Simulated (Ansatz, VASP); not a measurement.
One calculation of Bi2Te3, two programs

```
CELL_PARAMETERS angstrom
2.11637 1.22189 9.53173
-2.11637 1.22189 9.53173
0.00000 -2.44377 9.53173
ATOMIC_POSITIONS crystal
Bi 0.18800 0.18800 0.18800
Bi 0.59800 0.59800 0.59800
Te 0.38900 0.38900 0.38900
Te 0.80000 0.80000 0.80000
Te 0.00000 0.00000 0.00000
```

Alike in both runs: task single point; functional LDA; k mesh 6 × 6 × 6; occupations fermi-dirac, width 0.1 eV; no spin polarisation.

|  | VASP | Ansatz |
| --- | --- | --- |
| version | VASP 6.6.1 | Ansatz 0.2.0 |
| potentials or method | VASP PAW LDA potentials, release 64 (Bi_d, Te), cutoff 520 eV | plane waves, PAW |
| valence electrons in the cell | 48 | 78 |

VASP gave:

- pressure (GPa): 6.4
- traceless stress, the component that is largest in VASP (GPa): -0.67

Task: Estimate Ansatz's values.

Result: Pressure (GPa): 6.2; traceless stress, the component that is largest in VASP (GPa): -0.66.

LDA's correlation is that of Perdew and Zunger in VASP and of Perdew and Wang (1992) in Ansatz. VASP's potentials hold 48 valence electrons a cell and Ansatz's 78, so a difference there can come from the potentials and not from the codes.

Spin-orbit coupling is off throughout.
